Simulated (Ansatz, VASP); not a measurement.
## One calculation of MoS2, two programs

```
CELL_PARAMETERS angstrom
3.18507 0.00000 0.00000
-1.59253 2.75835 0.00000
0.00000 0.00000 14.80800
ATOMIC_POSITIONS crystal
Mo 0.66667 0.33333 0.25000
Mo 0.33333 0.66667 0.75000
S 0.66667 0.33333 0.64448
S 0.33333 0.66667 0.35552
S 0.66667 0.33333 0.85552
S 0.33333 0.66667 0.14448
```

Alike in both runs: functional PBE; k mesh 12 × 12 × 2; occupations gaussian, width 0.02 eV; no spin polarisation.

Ansatz relaxed the structure, and its values are those at the end. VASP's run is a single point on that final structure, the one shown.

|  | VASP | Ansatz |
| --- | --- | --- |
| version | VASP 6.6.1 | Ansatz 0.2.0 |
| potentials or method | VASP PAW PBE potentials, release 64 (Mo_sv, S), cutoff 520 eV | scalar-relativistic, plane waves, PAW |
| valence electrons in the cell | 52 | 52 |

|  | VASP | Ansatz | Ansatz less VASP |
| --- | --- | --- | --- |
| gap on the k mesh at the Fermi level (eV) | 1.46 | 1.45 | -0.013 |
| least direct gap on the mesh (eV) | 1.67 | 1.66 | -0.004 |
| pressure (GPa) | -0.1 | 0.0 | +0.10 |
| rms of the force components (eV/Å) | 0.005 | 0.001 | -0.0042 |

With one functional, cell and mesh, what is left measures potentials, basis and numerics.
